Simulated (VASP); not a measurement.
A run of VASP 6.6.1:

File INCAR:

```
PREC     = Accurate       # precision mode
ENCUT    = 520            # plane-wave cutoff, eV
EDIFF    = 1E-6           # SCF threshold, eV
ISMEAR   = -1             # smearing method
SIGMA    = 0.01           # smearing width, eV
LREAL    = Auto         
LASPH    = True           # aspherical terms in the spheres
NELM     = 150            # most SCF steps
ALGO     = Normal         # electronic algorithm
ISIF     = 2              # what is computed and relaxed
LWAVE    = False          # write WAVECAR
LCHARG   = False          # write CHGCAR
ISPIN    = 2              # spin polarisation
MAGMOM   = 1 0 0 0 0 0 0 0 0 0 0 0 0 0 0 0 0 0 0 0 0 0 0 0 # initial moments
LORBIT   = 11             # projections on sites
GGA      = PE             # functional
NBANDS   = 116            # bands
```

Contents of KPOINTS:

```
regular mesh
0
Gamma
  3 3 3
```

POSCAR

```
Ba7NaF16
1.0
    0.0000000000      6.2257308170      6.2257308170
    6.2257308170      0.0000000000      6.2257308170
    6.2257308170      6.2257308170      0.0000000000
Na Ba F
1 7 16
Direct
    0.0000000000      0.0000000000      0.0000000000
    0.0000000000      0.0000000000      0.5000000000
    0.0000000000      0.5000000000      0.0000000000
    0.0000000000      0.5000000000      0.5000000000
    0.5000000000      0.0000000000      0.0000000000
    0.5000000000      0.0000000000      0.5000000000
    0.5000000000      0.5000000000      0.0000000000
    0.5000000000      0.5000000000      0.5000000000
    0.1250000000      0.1250000000      0.1250000000
    0.1250000000      0.1250000000      0.6250000000
    0.1250000000      0.6250000000      0.1250000000
    0.1250000000      0.6250000000      0.6250000000
    0.6250000000      0.1250000000      0.1250000000
    0.6250000000      0.1250000000      0.6250000000
    0.6250000000      0.6250000000      0.1250000000
    0.6250000000      0.6250000000      0.6250000000
    0.3750000000      0.3750000000      0.3750000000
    0.3750000000      0.3750000000      0.8750000000
    0.3750000000      0.8750000000      0.3750000000
    0.3750000000      0.8750000000      0.8750000000
    0.8750000000      0.3750000000      0.3750000000
    0.8750000000      0.3750000000      0.8750000000
    0.8750000000      0.8750000000      0.3750000000
    0.8750000000      0.8750000000      0.8750000000
```

Potentials or basis: VASP PAW PBE potentials, release 64 (Na_pv, Ba_sv, F).

Launch:

```sh
$ cat potpaw_PBE.64/Na_pv/POTCAR potpaw_PBE.64/Ba_sv/POTCAR potpaw_PBE.64/F/POTCAR > POTCAR
$ mpirun -np 1 vasp_std > vasp.out
```

Hardware: 1 thread of Intel Xeon 6975P-C (shared host).

**Question.** How long does it take, and how much memory?

**Answer.** Wall time 24 min on 1 thread of Intel Xeon 6975P-C, with other jobs on the host, peak memory 1.1 GiB. Counts: scf iterations 18, k points 4.
